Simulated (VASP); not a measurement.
Runs of VASP 6.6.1 on SnO2. The structure is that of space group Pm (No. 6), or close to it. The cells are those of the table. 

```csv
cell,gap on the mesh (eV),pressure (GPa),largest force (eV/Å)
"a = 3.201, b = 4.760, c = 9.651 Å, angles 80.5, 90.0, 90.0°, 12 atoms",0.58,11.4,9.73
"a = 3.201, b = 4.760, c = 9.725 Å, angles 78.2, 90.0, 90.0°, 12 atoms",none,(b),8.80
"a = 3.201, b = 4.760, c = 10.035 Å, angles 71.6, 90.0, 90.0°, 12 atoms",none,(a),36.84
"a = 3.201, b = 4.760, c = 10.167 Å, angles 69.4, 90.0, 90.0°, 12 atoms",none,18.7,33.33
```

Alike in all rows: task single point; level r2SCAN; potentials or basis VASP PAW PBE potentials, release 64 (Sn_d, O); no spin polarisation; k mesh 8 × 6 × 3; cutoff (eV) 520; smearing gaussian 0.05 eV.

Question: Estimate the missing entries.

Answer: (a) 22.7; (b) 12.3.

Caveats: semilocal functionals underestimate gaps, and a narrow one can read as zero; the PAW data sets were made with another functional, which shifts forces and pressure a little; spin-orbit coupling is left out, which moves the levels of the heavy elements; the stress differs along the axes, from -2 to 27 GPa (at least some runs); the stress differs along the axes, from -2 to 32 GPa (at least some runs); the stress differs along the axes, from -7 to 64 GPa (at least some runs); the stress differs along the axes, from -6 to 53 GPa (at least some runs).

A k mesh can miss the band edges, and the runs leave out spin-orbit coupling on Sn.

A gap of «none» marks levels without a gap at the run's occupations.
